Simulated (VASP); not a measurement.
A run of VASP 6.6.1:

File INCAR:

```
SYSTEM = GaN
ALGO = Normal ; EDIFF = 1E-8
ENCUT = 520 ; GGA = CA
IBRION = 8 ; ISIF = 2
ISMEAR = 0 ; LASPH = .True.
LCHARG = .False. ; LEPSILON = .True.
LREAL = .False. ; LWAVE = .False.
NBANDS = 26 ; NELM = 60
NSW = 1 ; PREC = Accurate
SIGMA = 0.01
```

The input KPOINTS:

```
k-points
0
Gamma
  12 12 6
  0 0 0
```

Contents of POSCAR:

```
GaN
1.0
    3.1179462097      0.0000000000      0.0000000000
   -1.5589731049      2.7002206252      0.0000000000
    0.0000000000      0.0000000000      5.0841480023
Ga N
2 2
Direct
    0.3333333333      0.6666666667     -0.0006320147
    0.6666666667      0.3333333333      0.4993679853
    0.3333333333      0.6666666667      0.3756320147
    0.6666666667      0.3333333333      0.8756320147
```

Potentials or basis: VASP PAW LDA potentials, release 64 (Ga_d, N).

The run is started by

```console
$ cat potpaw_LDA.64/Ga_d/POTCAR potpaw_LDA.64/N/POTCAR > POTCAR
$ mpirun -np 1 vasp_std > vasp.out
```

Hardware: 1 thread of Intel(R) Xeon(R) 6975P-C (Granite Rapids), with other jobs on the host.

How long does it take, and how much memory?

It took 16 min on 1 thread of Intel(R) Xeon(R) 6975P-C (Granite Rapids), with other jobs on the host, peak memory 1 GiB. Counts: scf iterations 193, k points 76.
